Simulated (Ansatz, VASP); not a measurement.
**GaN in VASP and in Ansatz**

```xyz
2
Lattice="0.0000 2.2535 2.2535 2.2535 0.0000 2.2535 2.2535 2.2535 0.0000" Properties=species:S:1:pos:R:3 pbc="T T T"
Ga    0.0000    0.0000    0.0000
N     1.1268    1.1268    1.1268
```

Alike in both runs: task single point; functional PBE; k mesh 10 × 10 × 10; occupations gaussian, width 0.025 eV; no spin polarisation.

|  | VASP | Ansatz |
| --- | --- | --- |
| version | VASP 6.6.1 | Ansatz 0.2.0 |
| potentials or method | VASP PAW PBE potentials, release 64 (Ga_d, N), cutoff 520 eV | all-electron LAPW, scalar-relativistic |

```csv
,VASP,Ansatz,Ansatz less VASP
gap on the k mesh at the Fermi level (eV),1.72,1.73,+0.010
least direct gap on the mesh (eV),1.72,1.73,+0.010
pressure (GPa),5.1,4.9,-0.16
```

Ansatz ran all-electron here, and VASP with PAW potentials.
